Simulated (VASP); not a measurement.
WS3: relaxation of cell and atoms with PBE

The system is WS3.

```xyz
4
Lattice="4.4622 0.0000 0.0000 0.0000 4.4622 0.0000 0.0000 0.0000 2.9354" Properties=species:S:1:pos:R:3 pbc="T T T"
W     0.0000    0.0000    0.0000
S     0.0000    2.2311    1.4677
S     2.2311    0.0000    1.4677
S     2.2311    2.2311    0.0000
```

```yaml
Program: VASP 6.6.1
Task: relaxation of cell and atoms
Functional: PBE
Potentials_or_basis: VASP PAW PBE potentials, release 64 (W_sv, S)
Cutoff: 500 eV
k_mesh: 10 × 10 × 16
Occupations: gaussian, width 0.1 eV
Spin: no spin polarisation
Dipole_correction: no
Further_INCAR_settings: ALGO = Normal; EDIFF = 1e-07; IBRION = 2; EDIFFG = -0.01; NSW = 100; ISIF = 3
```

```yaml
Relaxed_volume: 14.59 Å³/atom
Relaxed_cell: a = 4.426 Å, b = 4.426 Å, c = 2.979 Å, α = 90.00°, β = 90.00°, γ = 90.00°
Space_group_after_relaxing_to_0.1_Å: P4/mmm (No. 123)
Energy_gained_by_relaxing: 4.0 meV/atom
Ionic_steps: 6
Pressure_after_relaxing: 0.0 GPa
Band_gap_on_the_k_mesh: zero (bands 16 and 17 overlap by 1.72 eV)
```

Stress tensor (GPa, compression positive):
```
-0.03  0.00  0.00
 0.00 -0.03  0.00
 0.00  0.00  0.06
```

Step by step:
```tsv
step	energy change (eV)	largest force (eV/Å)	pressure (GPa)	volume (Å³)
1	0.0000	0.0000	-0.06	58.45
2	-0.0159	0.0000	-0.11	58.39
3	-0.0160	0.0000	-0.11	58.39
4	-0.0160	0.0000	-0.11	58.40
5	-0.0160	0.0000	0.09	58.31
6	-0.0160	0.0000	0.00	58.35
```

Final structure:
```
CELL_PARAMETERS angstrom
4.42566 0.00000 0.00000
0.00000 4.42566 0.00000
0.00000 0.00000 2.97908
ATOMIC_POSITIONS crystal
W 0.00000 0.00000 0.00000
S 0.00000 0.50000 0.50000
S 0.50000 0.00000 0.50000
S 0.50000 0.50000 0.00000
```

Levels at points of the mesh, in eV from the Fermi level:
```csv
k point,band 12,band 13,band 14,band 15,band 16,band 17,band 18,band 19,band 20
"(0.00, 0.00, 0.00)",-3.27,-2.91,-2.08,-0.22,0.18,0.18,0.82,1.35,2.04
"(0.50, 0.00, 0.00)",-3.12,-2.12,-0.99,-0.45,0.25,0.40,0.59,1.23,2.82
"(0.50, 0.50, 0.00)",-2.47,-2.29,-2.17,-2.17,-1.69,-0.81,1.07,3.33,3.33
"(0.00, 0.00, 0.50)",-4.09,-3.95,-3.95,-2.32,-2.32,-0.76,3.24,3.26,4.41
"(0.50, 0.00, 0.50)",-4.57,-3.83,-3.71,-1.86,-1.18,1.22,1.35,2.06,3.42
"(0.50, 0.50, 0.50)",-2.02,-1.19,-1.08,-0.56,-0.56,-0.39,-0.31,0.79,0.79
```

It took 6.5 min on 1 thread of Intel(R) Xeon(R) Platinum 8488C (Sapphire Rapids), on a shared host, peak memory 0.33 GiB.

Caveat: spin-orbit coupling is left out, which moves the levels of the heavy elements.
